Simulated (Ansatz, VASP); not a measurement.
Ti: VASP beside Ansatz

```
Ti
1.0
     2.93826    0.00000    0.00000
    -1.46913    2.54461    0.00000
     0.00000    0.00000    4.65056
Ti
2
Direct
  0.28228 0.66667 0.25000
  0.71772 0.33333 0.75000
```

Change from the starting cell: mode 4 frozen in at -0.150 Å and mode 6 at +0.000 Å (largest displacements).

Alike in both runs: task single point; functional PBE; k mesh 18 × 18 × 10; occupations gaussian, width 0.15 eV; no spin polarisation.

```csv
,VASP,Ansatz
version,VASP 6.6.1,Ansatz 0.2.0
potentials or method,"VASP PAW PBE potentials, release 64 (Ti_sv), cutoff 520 eV","scalar-relativistic, plane waves, PAW"
valence electrons in the cell,24,24
```

```tsv
	VASP	Ansatz	Ansatz less VASP
gap on the k mesh at the Fermi level (eV)	none	none	-
pressure (GPa)	-0.5	-0.3	+0.27
traceless stress, the component that is largest in VASP (GPa)	3.29	3.32	+0.025
rms of the force components (eV/Å)	0.209	0.208	-0.0011
```

Atom by atom the forces differ by 0.001 eV/Å (rms over components). A gap of «none» marks a metal or a gap that the smearing closes.
